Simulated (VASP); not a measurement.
Wanted: the native input for a VASP 6.6.1 run.

```
Task                   : relaxation of cell and atoms
Functional             : PBEsol
Potentials or basis    : VASP PAW PBE potentials, release 64 (Ti_sv, Rh_pv)
Cutoff                 : 600 eV
k mesh                 : 12 × 12 × 12
Occupations            : methfessel-paxton, width 0.05 eV
Spin                   : no spin polarisation
Dipole correction      : no
Further INCAR settings : ALGO = Normal; EDIFF = 1e-06; IBRION = 2; EDIFFG = -0.02; NSW = 50; ISIF = 3
```

The structure of TiRh3 lies in POSCAR:

```
TiRh3
1.0
    3.7400000000      0.0000000000      0.0000000000
    0.0000000000      3.7400000000      0.0000000000
    0.0000000000      0.0000000000      3.7400000000
Ti Rh
1 3
Direct
    0.0000000000      0.0000000000      0.0000000000
    0.0000000000      0.5000000000      0.5000000000
    0.5000000000      0.0000000000      0.5000000000
    0.5000000000      0.5000000000      0.0000000000
```

The input as run:

INCAR

```
  PREC = Accurate
  ENCUT = 600
  EDIFF = 1E-6
  ISMEAR = 1
  SIGMA = 0.05
  LREAL = False
  LASPH = True
  NELM = 100
  ALGO = Normal
  ISIF = 3
  LWAVE = False
  LCHARG = False
  GGA = PS
  IBRION = 2
  NSW = 50
  EDIFFG = -0.02
```

KPOINTS

```
regular mesh
0
Gamma
  12 12 12
```

Potentials or basis: VASP PAW PBE potentials, release 64 (Ti_sv, Rh_pv).

Run with:

```bash
$ cat potpaw_PBE.64/Ti_sv/POTCAR potpaw_PBE.64/Rh_pv/POTCAR > POTCAR
$ mpirun -np 1 vasp_std > vasp.out
```

Results of the run:

The relaxed volume is 13.71 Å³/atom. The relaxed cell is a = 3.799 Å, b = 3.799 Å, c = 3.799 Å, α = 90.00°, β = 90.00°, γ = 90.00°. The space group after relaxing (to 0.05 Å) is Pm-3m (No. 221) and the energy gained by relaxing is 25.6 meV/atom. The ionic steps are 4 and the pressure after relaxing is -0.1 GPa.

Caveat: the PAW data sets were made with another functional, which shifts forces and pressure a little.

Wall time 16 min on 1 thread of Intel Xeon 8259CL, with other jobs on the host, peak memory 0.29 GiB.
